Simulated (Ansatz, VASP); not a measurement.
## Ta16H in VASP and in Ansatz

```xyz
17
Lattice="6.6200 0.0000 0.0000 0.0000 6.6200 0.0000 0.0000 0.0000 6.6200" Properties=species:S:1:pos:R:3 pbc="T T T"
Ta   -0.0031    0.0341   -0.0572
Ta    3.3070   -0.0045    0.0021
Ta   -0.0029    3.2978   -0.0083
Ta   -0.0031    0.0338    3.3616
Ta    1.6574    1.6652    1.6524
Ta    3.3068    3.3013   -0.0007
Ta    3.3071   -0.0047    3.3024
Ta    4.9565    1.6656    1.6524
Ta   -0.0029    3.2981    3.3128
Ta    1.7063    4.9297    1.6522
Ta    1.6502    1.6620    4.9622
Ta    3.3068    3.3014    3.3055
Ta    4.9074    4.9293    1.6522
Ta    4.9639    1.6622    4.9622
Ta    1.6472    4.9682    4.9624
Ta    4.9667    4.9679    4.9624
H    -0.0037    5.7912    1.6520
```

Alike in both runs: functional PBE; k mesh 3 × 3 × 3; occupations fermi-dirac, width 0.1 eV; no spin polarisation.

Ansatz relaxed the structure, and its values are those at the end. VASP's run is a single point on that final structure, the one shown.

|  | VASP | Ansatz |
| --- | --- | --- |
| version | VASP 6.6.1 | Ansatz 0.2.0 |
| potentials or method | VASP PAW PBE potentials, release 64 (Ta_pv, H), cutoff 520 eV | scalar-relativistic, plane waves, PAW |
| valence electrons in the cell | 177 | 209 |

```csv
,VASP,Ansatz,Ansatz less VASP
rms of the force components (eV/Å),0.005,0.003,-0.0013
```

The functional is the same, so the differences come from potentials, cutoffs and numerics. VASP's potentials hold 177 valence electrons a cell and Ansatz's 209, so a difference there can come from the potentials and not from the codes.

Neither program's run includes spin-orbit coupling.
